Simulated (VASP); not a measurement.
A run of VASP 6.6.1 is set up as follows.

File INCAR:

```
SYSTEM = MgS
PREC = Accurate ; ENCUT = 520
EDIFF = 1E-6 ; ISMEAR = 0
SIGMA = 0.02 ; LREAL = .FALSE.
LASPH = .TRUE. ; NELM = 80
ALGO = Normal ; ISIF = 2
LWAVE = .FALSE. ; LCHARG = .FALSE.
GGA = PE ; NBANDS = 11
```

The input KPOINTS:

```
Automatic mesh
0
G
  12 12 8
  0 0 0
```

File POSCAR:

```
MgS
1.0
    3.6099927449      0.0000000000      0.0000000000
   -1.8049963725      3.1263454246      0.0000000000
    0.0000000000      0.0000000000      3.3049537847
Mg S
1 1
Direct
    0.6666666667      0.3333333333      0.5000000000
    0.0000000000      0.0000000000      0.0000000000
```

Potentials or basis: VASP PAW PBE potentials, release 64 (Mg, S).

The run is started by

```console
$ cat potpaw_PBE.64/Mg/POTCAR potpaw_PBE.64/S/POTCAR > POTCAR
$ mpirun -np 1 vasp_std > vasp.out
```

(1) Predict the band gap on the k mesh.

(2) Predict the pressure.

Results:

(1) 1.14 eV, indirect (least direct gap 2.10 eV).

(2) -0.2 GPa.
